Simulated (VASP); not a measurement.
# BeZn2S2O (P6/mmm) in VASP: further runs

Runs on BeZn2S2O. Level: PBE. Tasks: single point, relaxation of cell and atoms.

Everything below comes from runs of VASP 6.6.1. Logs are shortened: lines on timing, memory, paths and dates and some standing lists are left out, and cuts for length are marked.

### 1 The cell of the first run

The structure is hexagonal, space group P6/mmm (No. 191). The conventional cell has a = 4.472 Å, b = 4.472 Å, c = 4.673 Å, α = 90.00°, β = 90.00°, γ = 120.00°. Within 3.1 Å of Be (site symmetry 6/mmm) lie 2 O at 2.34 Å and 6 S at 2.58 Å. Within 3.1 Å of Zn (site symmetry -6m2) lie 2 S at 2.34 Å and 3 O at 2.58 Å and 3 Zn at 2.58 Å. S (site symmetry -6m2) has 2 Zn at 2.34 Å and 3 Be at 2.58 Å and 3 S at 2.58 Å within 3.1 Å. O (site symmetry 6/mmm) has 2 Be at 2.34 Å and 6 Zn at 2.58 Å within 3.1 Å.

The cell was built from a structure type or drawn by symmetry, and may not be a known phase.

### 2 Single point, PBE

Input file INCAR:

```
SYSTEM = BeZn2S2O
PREC = Accurate
ENCUT = 520
EDIFF = 1E-6
ISMEAR = 0
SIGMA = 0.1
LREAL = .False.
LASPH = .True.
NELM = 60
ALGO = Normal
ISIF = 2
LWAVE = .False.
LCHARG = .True.
GGA = PE
LELF = .True.
LVHAR = .True.
NBANDS = 31
```

Input file KPOINTS:

```
regular mesh
0
Gamma
  12 12 8
  0 0 0
```

Input file POSCAR:

```
BeZn2S2O
1.0
    4.4718451495      0.0000000000      0.0000000000
   -2.2359225747      3.8727315013      0.0000000000
    0.0000000000      0.0000000000      4.6730168545
Be Zn S O
1 2 2 1
Direct
    0.0000000000      0.0000000000      0.5000000000
    0.3333333333      0.6666666667      0.0000000000
    0.6666666667      0.3333333333      0.0000000000
    0.3333333333      0.6666666667      0.5000000000
    0.6666666667      0.3333333333      0.5000000000
    0.0000000000      0.0000000000      0.0000000000
```

Potentials or basis: VASP PAW PBE potentials, release 64 (Be, Zn, S, O).

Command:

```sh
cat potpaw_PBE.64/Be/POTCAR potpaw_PBE.64/Zn/POTCAR potpaw_PBE.64/S/POTCAR potpaw_PBE.64/O/POTCAR > POTCAR
mpirun -np 1 vasp_std > vasp.out
```

OUTCAR:

```text
SYSTEM = BeZn2S2O
   PREC = Accurate
   ENCUT = 520
   EDIFF = 1E-6
   ISMEAR = 0
   LREAL = .False.
   LASPH = .True.
   NELM = 60
   ISIF = 2
   GGA = PE

 ion  position               nearest neighbor table
   1  0.000  0.000  0.500-   4 2.58   5 2.58   5 2.58   4 2.58   5 2.58   4 2.58
   2  0.333  0.667  0.000-   4 2.34   4 2.34   3 2.58   3 2.58   3 2.58
   3  0.667  0.333  0.000-   5 2.34   5 2.34   2 2.58   2 2.58   2 2.58
   4  0.333  0.667  0.500-   2 2.34   2 2.34   1 2.58   5 2.58   5 2.58   1 2.58   1 2.58   5 2.58

   5  0.667  0.333  0.500-   3 2.34   3 2.34   1 2.58   4 2.58   4 2.58   1 2.58   1 2.58   4 2.58

   6  0.000  0.000  0.000-

  LATTYP: Found a hexagonal cell.
 ALAT       =     4.4718451495
 C/A-ratio  =     1.0449862860

  Lattice vectors:

 A1 = (   4.4718451495,   0.0000000000,   0.0000000000)
 A2 = (  -2.2359225747,   3.8727315013,   0.0000000000)
 A3 = (   0.0000000000,   0.0000000000,   4.6730168545)

Analysis of symmetry for initial positions (statically):
=====================================================================
 Subroutine PRICEL returns:
 Original cell was already a primitive cell.

 Routine SETGRP: Setting up the symmetry group for a
 hexagonal supercell.

 Subroutine GETGRP returns: Found 24 space group operations
 (whereof 24 operations were pure point group operations)
 out of a pool of 24 trial point group operations.

The static configuration has the point symmetry D_6h.

Analysis of symmetry for dynamics (positions and initial velocities):
=====================================================================
 Subroutine PRICEL returns:
 Original cell was already a primitive cell.

 Routine SETGRP: Setting up the symmetry group for a
 hexagonal supercell.

 Subroutine GETGRP returns: Found 24 space group operations
 (whereof 24 operations were pure point group operations)
 out of a pool of 24 trial point group operations.

The dynamic configuration has the point symmetry D_6h.

 Subroutine INISYM returns: Found 24 space group operations
 (whereof 24 operations are pure point group operations),
 and found     1 'primitive' translations

----------------------------------------------------------------------------------------

                                     Primitive cell

  volume of cell :      80.9285

  direct lattice vectors                    reciprocal lattice vectors
     4.471845150  0.000000000  0.000000000     0.223621339  0.129107840  0.000000000
    -2.235922575  3.872731501  0.000000000     0.000000000  0.258215680  0.000000000
     0.000000000  0.000000000  4.673016855     0.000000000  0.000000000  0.213994520

  length of vectors
     4.471845150  4.471845150  4.673016855     0.258215681  0.258215680  0.213994520

  position of ions in fractional coordinates (direct lattice)
     0.000000000  0.000000000  0.500000000
     0.333333333  0.666666667  0.000000000
     0.666666667  0.333333333  0.000000000
     0.333333333  0.666666667  0.500000000
     0.666666667  0.333333333  0.500000000
     0.000000000  0.000000000  0.000000000

  ion indices of the primitive-cell ions
   primitive index   ion index
                 1           1
                 2           2
                 3           3
                 4           4
                 5           5
                 6           6

----------------------------------------------------------------------------------------

 KPOINTS: regular mesh

Automatic generation of k-mesh.
 Grid dimensions read from file:
 generate k-points for:   12   12    8

 Generating k-lattice:

  Cartesian coordinates                     Fractional coordinates (reciprocal lattice)
     0.018635112  0.010758987  0.000000000     0.083333333  0.000000000  0.000000000
     0.000000000  0.021517973  0.000000000     0.000000000  0.083333333  0.000000000
     0.000000000  0.000000000  0.026749315     0.000000000  0.000000000  0.125000000

  Length of vectors
     0.021517973  0.021517973  0.026749315

  Shift w.r.t. Gamma in fractional coordinates (k-lattice)
     0.000000000  0.000000000  0.000000000

 Subroutine IBZKPT returns following result:
 ===========================================

 Found     95 irreducible k-points:

 Following reciprocal coordinates:
            Coordinates               Weight
  0.000000  0.000000  0.000000      1.000000
  0.083333  0.000000  0.000000      6.000000
  0.166667 -0.000000  0.000000      6.000000
  0.250000  0.000000  0.000000      6.000000
  0.333333  0.000000  0.000000      6.000000
  0.416667  0.000000  0.000000      6.000000
[... 16 lines left out ...]
  0.250000  0.000000  0.125000     12.000000
  0.333333  0.000000  0.125000     12.000000
 [... further k-points ...]
   k-points           NKPTS =     95   k-points in BZ     NKDIM =     95   number of bands    NBANDS=     31
   number of dos      NEDOS =    301   number of ions     NIONS =      6
   total plane-waves  NPLWV =  46656
   dimension x,y,z NGX =    36 NGY =   36 NGZ =   36
   dimension x,y,z NGXF=    72 NGYF=   72 NGZF=   72
   ions per type =               1   2   2   1
   NGX,Y,Z   is equivalent  to a cutoff of  13.38, 13.38, 12.81 a.u.
   NGXF,Y,Z  is equivalent  to a cutoff of  26.77, 26.77, 25.61 a.u.
 SYSTEM =  BeZn2S2O
   PREC   = accura    normal or accurate (medium, high low for compatibility)
   ISTART =      0    job   : 0-new  1-cont  2-samecut
   ICHARG =      2    charge: 1-file 2-atom 10-const
   ISPIN  =      1    spin polarized calculation?
   LNONCOLLINEAR =      F non collinear calculations
   LSORBIT =      F    spin-orbit coupling
   LASPH  =      T    aspherical Exc in radial PAW
   ENCUT  =  520.0 eV  38.22 Ry    6.18 a.u.   8.31  8.31  8.69*2*pi/ulx,y,z
   NELM   =     60;   NELMIN=  2; NELMDL= -5     # of ELM steps
   EDIFF  = 0.1E-05   stopping-criterion for ELM
   LREAL  =      F    real-space projection
[... 7 lines left out ...]
   TEBEG  =    0.0;   TEEND  =   0.0 temperature during run
   PSTRESS=    0.0 pullay stress
   NELECT =      44.0000    total number of electrons
   NUPDOWN=      -1.0000    fix difference up-down
   EMIN   =  10.00;   EMAX   =-10.00  energy-range for DOS
   EFERMI =   0.00;   METHOD = LEGACY
   ISMEAR =     0;   SIGMA  =   0.10  broadening in eV -4-tet -1-fermi 0-gaus
   EFERMI_NEDOS =   21; number of points for ismear=-14 and -15
   IALGO  =     38    algorithm
   IMIX   =      4    mixing-type and parameters
     AMIX     =   0.40;   BMIX     =  1.00
     AMIX_MAG =   1.60;   BMIX_MAG =  1.00
  volume/ion in A,a.u.               =      13.49        91.02
  Fermi-wavevector in a.u.,A,eV,Ry     =   1.336160  2.524977 24.290812  1.785324
  Thomas-Fermi vector in A             =   2.464808
   LORBIT       =      0    0 simple, 1 ext, 2 COOP (PROOUT), +10 PAW based schemes
   GGA     = PE    functional components
   LHFCALC =     F    Hartree Fock is set to
   AEXX    =    0.0000 exact exchange contribution
   IVDW    =     0    specifies the selected vdW correction
   LEPSILON=     F    determine dielectric tensor
   LRPA    =     F    only Hartree local field effects (RPA)
 non-spin polarized calculation
 Gauss-broadening in eV      SIGMA  =   0.10
  energy-cutoff  :      520.00
  volume of cell :       80.93
 maximum number of plane-waves:      2214
 NGX is ok and might be reduce to    36
   NGX = 17   NGY = 17   NGZ = 17

 number of electron      43.9999969 magnetization

 Free energy of the ion-electron system (eV)
  ---------------------------------------------------
  ext. energy  EPLUGINS =         0.00000000
  ---------------------------------------------------
  free energy    TOTEN  =       -19.05920974 eV

  energy without entropy =      -19.04943255  energy(sigma->0) =      -19.05432114

 E-fermi :   5.5635     XC(G=0): -10.9952

 val. band max:        5.5552342459   @ k =   0.4167   0.0000   0.0000
 cond. band min:       5.5645517047   @ k =   0.2500   0.1667   0.1250
 fundamental gap:      0.0093174588
 Fermi energy:         5.5635337967

 k-point     1 :       0.0000    0.0000    0.0000
  band No.  band energies     occupation
      1     -12.3402      2.00000
      2     -10.4338      2.00000
      3      -6.3405      2.00000
      4      -2.3910      2.00000
      5      -2.3910      2.00000
      6      -2.3904      2.00000
[... 23 lines left out ...]
     30      12.7413      0.00000
     31      12.9844      0.00000

 k-point     2 :       0.0833    0.0000    0.0000
  band No.  band energies     occupation
      1     -12.3259      2.00000
      2     -10.4040      2.00000
      3      -6.4557      2.00000
      4      -2.5218      2.00000
      5      -2.4494      2.00000
      6      -2.3950      2.00000
[... 23 lines left out ...]
     30      12.6340      0.00000
     31      12.6412      0.00000

 k-point     3 :       0.1667   -0.0000    0.0000
  band No.  band energies     occupation
      1     -12.2874      2.00000
      2     -10.3133      2.00000
      3      -6.7706      2.00000
      4      -2.6341      2.00000
      5      -2.5044      2.00000
      6      -2.4070      2.00000
[... 23 lines left out ...]
     30      11.8928      0.00000
     31      12.4083      0.00000

 k-point     4 :       0.2500    0.0000    0.0000
  band No.  band energies     occupation
      1     -12.2356      2.00000
      2     -10.1599      2.00000
      3      -7.2108      2.00000
      4      -2.6971      2.00000
      5      -2.5472      2.00000
      6      -2.4272      2.00000
[... 635 lines left out ...]
     30      12.2254      0.00000
     31      12.4181      0.00000

 k-point    23 :       0.2500    0.0000    0.1250
  band No.  band energies     occupation
      1     -12.2246      2.00000
      2     -10.1461      2.00000
      3      -7.1663      2.00000
      4      -2.6981      2.00000
      5      -2.5482      2.00000
      6      -2.4875      2.00000
[... 23 lines left out ...]
     30      11.9884      0.00000
     31      12.5005      0.00000

 k-point    24 :       0.3333    0.0000    0.1250
  band No.  band energies     occupation
      1     -12.1784      2.00000
      2      -9.9275      2.00000
      3      -7.6483      2.00000
      4      -2.7041      2.00000
      5      -2.5795      2.00000
      6      -2.5157      2.00000
[... 23 lines left out ...]
     30      11.8058      0.00000
     31      13.0090      0.00000

 [... further k-points ...]

------------------------ aborting loop because EDIFF is reached ----------------------------------------

  FORCE on cell =-STRESS in cart. coord.  units (eV):
  Direction    XX          YY          ZZ          XY          YZ          ZX
  --------------------------------------------------------------------------------------
  -------------------------------------------------------------------------------------
  Total        0.0197297      0.0197297      0.1521100      0.0000000      0.0000000      0.0000000
  in kB        0.3905967      0.3905967      3.0113884      0.0000000      0.0000000      0.0000000
  external PRESSURE =       1.2641939 kB  Pullay stress =       0.0000000 kB

 VOLUME and BASIS-vectors are now :
 -----------------------------------------------------------------------------
  energy-cutoff  :      520.00
  volume of cell :       80.93
      direct lattice vectors                 reciprocal lattice vectors
     4.471845150  0.000000000  0.000000000     0.223621339  0.129107840  0.000000000
    -2.235922575  3.872731501  0.000000000     0.000000000  0.258215680  0.000000000
     0.000000000  0.000000000  4.673016855     0.000000000  0.000000000  0.213994520

 POSITION                                       TOTAL-FORCE (eV/Angst)
 -----------------------------------------------------------------------------------
      0.00000      0.00000      2.33651         0.000000     -0.000000     -0.000000
     -0.00000      2.58182      0.00000         0.000000     -0.000000     -0.000000
      2.23592      1.29091      0.00000        -0.000000      0.000000      0.000000
     -0.00000      2.58182      2.33651        -0.000000     -0.000000     -0.000000
      2.23592      1.29091      2.33651         0.000000     -0.000000     -0.000000
      0.00000      0.00000      0.00000         0.000000     -0.000000     -0.000000
 -----------------------------------------------------------------------------------
    total drift:                                0.000000      0.000000      0.000000

  FREE ENERGIE OF THE ION-ELECTRON SYSTEM (eV)
  ---------------------------------------------------
  free  energy   TOTEN  =       -19.0592097413 eV

  energy  without entropy=      -19.0494325453  energy(sigma->0) =      -19.05432114
```

Run time: 1.8 min. Hardware: 1 thread of Intel Xeon Platinum 8488C (Sapphire Rapids), shared host; peak memory 0.35 GiB.

Results:

| Property | Result |
| --- | --- |
| Free energy | -19.0592 eV |
| Pressure | 0.1 GPa |
| Band gap on the k mesh | zero (bands 22 and 23 overlap by 2.95 eV) |

Stress tensor (GPa, compression positive):
```
0.04 0.00 0.00
0.00 0.04 0.00
0.00 0.00 0.30
```

### 3 Relaxation of cell and atoms, PBE

This run uses another cell than the first one, of 15.56 Å³/atom.

Input file INCAR:

```
  PREC = Accurate
  ENCUT = 600
  EDIFF = 1E-7
  ISMEAR = 0
  SIGMA = 0.1
  LREAL = F
  LASPH = T
  NELM = 60
  ALGO = Normal
  ISIF = 3
  LWAVE = F
  LCHARG = F
  GGA = PE
  IBRION = 2
  NSW = 90
  EDIFFG = -0.04
```

Input file KPOINTS:

```
Automatic mesh
0
Gamma
  6 6 4
```

Input file POSCAR:

```
BeZn2S2O
1.0
    5.1910736200      0.0000000000      0.0000000000
   -2.5955368100      4.4956016300      0.0000000000
    0.0000000000      0.0000000000      4.0017199500
Be Zn S O
1 2 2 1
Direct
    0.0000000000      0.0000000000      0.5000000000
    0.3333333300      0.6666666700      0.0000000000
    0.6666666700      0.3333333300      0.0000000000
    0.3333333300      0.6666666700      0.5000000000
    0.6666666700      0.3333333300      0.5000000000
    0.0000000000      0.0000000000      0.0000000000
```

Potentials or basis: VASP PAW PBE potentials, release 64 (Be, Zn, S, O).

Command:

```sh
cat potpaw_PBE.64/Be/POTCAR potpaw_PBE.64/Zn/POTCAR potpaw_PBE.64/S/POTCAR potpaw_PBE.64/O/POTCAR > POTCAR
mpirun -np 1 vasp_std > vasp.out
```

Run time: 13 min. Hardware: 1 thread of Intel Xeon Platinum 8488C (Sapphire Rapids), shared host; peak memory 0.28 GiB.

The run converged. Its results:

| Quantity | Value |
| --- | --- |
| Free energy | -19.1015 eV |
| Relaxed volume | 13.50 Å³/atom |
| Relaxed cell | a = 4.468 Å, b = 4.468 Å, c = 4.684 Å, α = 90.00°, β = 90.00°, γ = 120.00° |
| Space group after relaxing (to 0.1 Å) | P6/mmm (No. 191) |
| Energy gained by relaxing | 151.1 meV/atom |
| Ionic steps | 25 |
| Pressure after relaxing | -0.2 GPa |
| Band gap on the k mesh | zero (bands 22 and 23 overlap by 2.86 eV) |

The path:
```
step  energy change (eV)  largest force (eV/Å)  pressure (GPa)  volume (Å³)
   1              0.0000                0.0000            8.17        93.39
   2             -0.0758                0.0000           -7.24       104.26
   3             -0.2775                0.0000           -1.33        98.74
   4             -0.2777                0.0000           -1.16        98.62
   5             -0.2777                0.0000           -1.02        98.51
   6             -0.2955                0.0000           -0.89        97.24
   7             -0.3558                0.0000           -0.30        93.45
   8             -0.4763                0.0000            1.84        85.99
   9             -0.4880                0.0000           15.25        71.61
  10             -0.5420                0.0000            3.61        82.50
  11             -0.6203                0.0000            7.96        77.00
  12             -0.6079                0.0000           10.54        74.77
  13             -0.6204                0.0000            8.92        76.11
  14             -0.6223                0.0000            8.98        76.02
  15             -0.6275                0.0000            9.24        75.76
  16             -0.6354                0.0000            9.73        75.24
  17             -0.6365                0.0000           10.82        74.20
  18             -0.6387                0.0000           10.33        74.63
  19             -0.6464                0.0000           10.17        74.71
  20             -0.6689                0.0000            9.65        74.95
  21             -0.7104                0.0000            8.64        75.43
  22             -0.7799                0.0000            6.75        76.40
  23             -0.8700                0.0000            3.39        78.36
  24             -0.8947                0.0000           -1.85        82.34
  25             -0.9064                0.0000           -0.25        80.98
```

Final structure:
```xyz
6
Lattice="4.4680 0.0000 0.0000 -2.2340 3.8694 0.0000 0.0000 0.0000 4.6838" Properties=species:S:1:pos:R:3 pbc="T T T"
Be    0.0000    0.0000    2.3419
Zn    0.0000    2.5796    0.0000
Zn    2.2340    1.2898    0.0000
S     0.0000    2.5796    2.3419
S     2.2340    1.2898    2.3419
O     0.0000    0.0000    0.0000
```

Levels at points of the mesh, in eV from the Fermi level:
| k point | band 18 | band 19 | band 20 | band 21 | band 22 | band 23 | band 24 | band 25 | band 26 |
| --- | --- | --- | --- | --- | --- | --- | --- | --- | --- |
| (0.00, 0.00, 0.00) | -3.55 | -3.55 | -2.66 | -2.53 | -1.66 | -1.66 | 1.36 | 3.68 | 3.68 |
| (0.50, 0.00, 0.00) | -4.30 | -3.09 | -3.05 | -0.90 | -0.50 | 0.62 | 0.80 | 2.98 | 4.23 |
| (0.00, 0.00, 0.50) | -2.82 | -2.82 | -2.53 | -2.53 | -2.25 | 1.70 | 1.70 | 1.95 | 2.49 |
| (0.50, 0.00, 0.50) | -3.80 | -2.26 | -1.73 | -0.35 | 0.98 | 2.06 | 2.80 | 3.92 | 4.46 |

Caveat: the k points lie up to 0.34 Å⁻¹ apart in the final cell, too coarse for converged energies and pressures of a metal; a cell axis changed by over 15 % at a fixed basis, so the end point is rough.
